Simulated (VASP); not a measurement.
The system is Ga2TeS5.

```
Ga Te S
1.0
    -3.87500    3.87500    3.00000
     3.87500   -3.87500    3.00000
     3.87500    3.87500   -3.00000
Ga Te S
2 1 5
Direct
  0.25000 0.75000 0.50000
  0.75000 0.25000 0.50000
  0.00000 0.00000 0.00000
  0.67800 0.13200 0.81000
  0.86800 0.67800 0.54600
  0.13200 0.32200 0.45400
  0.32200 0.86800 0.19000
  0.60000 0.60000 0.00000
```

- Program: VASP 6.6.1
- Task: relaxation of cell and atoms
- Functional: PBE
- Potentials or basis: VASP PAW PBE potentials, release 64 (Ga_d, Te, S)
- Cutoff: 600 eV
- k mesh: 3 × 3 × 3
- Occupations: gaussian, width 0.15 eV
- Spin: no spin polarisation

At the start: pressure 3.7 GPa; volume 22.52 Å³/atom.

Problem. Where does the relaxation end?

Solution. Over 18 steps the energy falls by 67.8 meV/atom and the volume is 26.08 Å³/atom (+15.8 %); space group I4 (No. 79, to 0.1 Å) before and after.

The path:
| step | energy change (eV) | largest force (eV/Å) | pressure (GPa) | volume (Å³) |
| --- | --- | --- | --- | --- |
| 1 | 0.0000 | 1.8015 | 3.74 | 180.19 |
| 2 | -0.3881 | 0.5273 | 0.20 | 194.17 |
| 3 | -0.3885 | 0.5507 | 0.02 | 194.66 |
| 4 | -0.4409 | 0.3605 | 0.61 | 196.34 |
| 5 | -0.4609 | 0.8372 | 1.15 | 197.93 |
| 6 | -0.4878 | 0.4407 | 0.75 | 199.85 |
| 7 | -0.5052 | 0.3971 | -0.04 | 203.95 |
| 8 | -0.5058 | 0.3028 | 0.07 | 203.34 |
| 9 | -0.5097 | 0.2413 | 0.03 | 204.02 |
| 10 | -0.5174 | 0.1686 | -0.06 | 206.06 |
| 11 | -0.5149 | 0.3876 | -0.20 | 210.17 |
| 12 | -0.5193 | 0.1656 | -0.15 | 207.73 |
| 13 | -0.5241 | 0.1520 | -0.16 | 207.91 |
| 14 | -0.5325 | 0.1166 | -0.20 | 208.39 |
| 15 | -0.5319 | 0.4571 | -0.27 | 209.35 |
| 16 | -0.5351 | 0.2795 | -0.25 | 208.84 |
| 17 | -0.5379 | 0.2048 | -0.13 | 208.79 |
| 18 | -0.5426 | 0.0638 | 0.17 | 208.63 |

Final structure:
```yaml
crystal:
  lattice:
    - [-4.07554, 4.07554, 3.14019]
    - [4.07554, -4.07554, 3.14019]
    - [4.07554, 4.07554, -3.14019]
  atoms:
    - { symbol: Ga, position: [0.25426, 0.75426, 0.50000] }
    - { symbol: Ga, position: [0.75426, 0.25426, 0.50000] }
    - { symbol: Te, position: [0.96714, 0.96714, 0.00000] }
    - { symbol: S, position: [0.67738, 0.11827, 0.79018] }
    - { symbol: S, position: [0.88720, 0.67738, 0.55911] }
    - { symbol: S, position: [0.11827, 0.32809, 0.44089] }
    - { symbol: S, position: [0.32809, 0.88720, 0.20982] }
    - { symbol: S, position: [0.61342, 0.61342, 0.00000] }
```

Caveat: the k points lie up to 0.42 Å⁻¹ apart in the final cell; the volume moved by over 15 % at a fixed basis, so the end points are rough; the relaxation stopped at a loose force limit of 0.08 eV/Å, so its end isn't a converged minimum.
